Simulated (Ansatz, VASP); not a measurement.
# One calculation of AlNi, two programs

```
Ni Al
1.0
     2.33654    0.00000    0.00000
    -1.16827    2.02350    0.00000
     0.00000    0.00000    3.40803
Ni Al
1 1
Direct
  0.00000 0.00000 0.00000
  0.33333 0.66667 0.50000
```

Change from the starting cell: volume scaled by 0.64, LAPW.

Alike in both runs: task single point; functional PBE; k mesh 15 × 15 × 13; occupations fermi-dirac, width 0.08 eV; no spin polarisation.

```csv
,VASP,Ansatz
version,VASP 6.6.1,Ansatz 0.2.0
potentials or method,"VASP PAW PBE potentials, release 64 (Ni, Al), cutoff 520 eV","all-electron LAPW, scalar-relativistic"
```

Ansatz gave:

```
pressure (GPa)                                                : 167.4
traceless stress, the component that is largest in VASP (GPa) : 0.02
```

Task: What did VASP give for the same quantities?

Result: Pressure (GPa): 168.3; traceless stress, the component that is largest in VASP (GPa): -0.09.

Both programs put the cell under a high pressure, so it lies far from rest at this level. Ansatz ran all-electron here, and VASP with PAW potentials.

Noted on VASP's run: the cell as given lies far from equilibrium.
